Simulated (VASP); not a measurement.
Input of a VASP 6.6.1 run:

Contents of INCAR:

```
SYSTEM = La3Pb
PREC     = Accurate       ! precision mode
ENCUT    = 520            ! plane-wave cutoff, eV
EDIFF    = 1E-6           ! SCF threshold, eV
ISMEAR   = 1              ! smearing method
SIGMA    = 0.05           ! smearing width, eV
LREAL    = .FALSE.        ! projectors in reciprocal space
LASPH    = .TRUE.         ! aspherical terms in the spheres
NELM     = 100            ! most SCF steps
ALGO     = Normal         ! electronic algorithm
ISIF     = 2              ! what is computed and relaxed
LWAVE    = .FALSE.        ! write WAVECAR
LCHARG   = .TRUE.         ! write CHGCAR
GGA      = CA             ! functional
LELF     = .TRUE.         ! ELF
LVHAR    = .TRUE.       
NBANDS   = 32             ! bands
```

Contents of KPOINTS:

```
Automatic mesh
0
G
  5 5 5
  0 0 0
```

The input POSCAR:

```
La3Pb
1.0
    5.0733230000      0.0000000000      0.0000000000
    0.0000000000      5.0733230000      0.0000000000
    0.0000000000      0.0000000000      5.0733230000
La Pb
3 1
Direct
    0.5000000000      0.5000000000      0.0000000000
    0.5000000000      0.0000000000      0.5000000000
    0.0000000000      0.5000000000      0.5000000000
    0.0000000000      0.0000000000      0.0000000000
```

Potentials or basis: VASP PAW LDA potentials, release 64 (La, Pb_d).

The run is started by

```sh
$ cat potpaw_LDA.64/La/POTCAR potpaw_LDA.64/Pb_d/POTCAR > POTCAR
$ mpirun -np 1 vasp_std > vasp.out
```

Problem. Estimate the pressure.

Solution. -3.6 GPa.
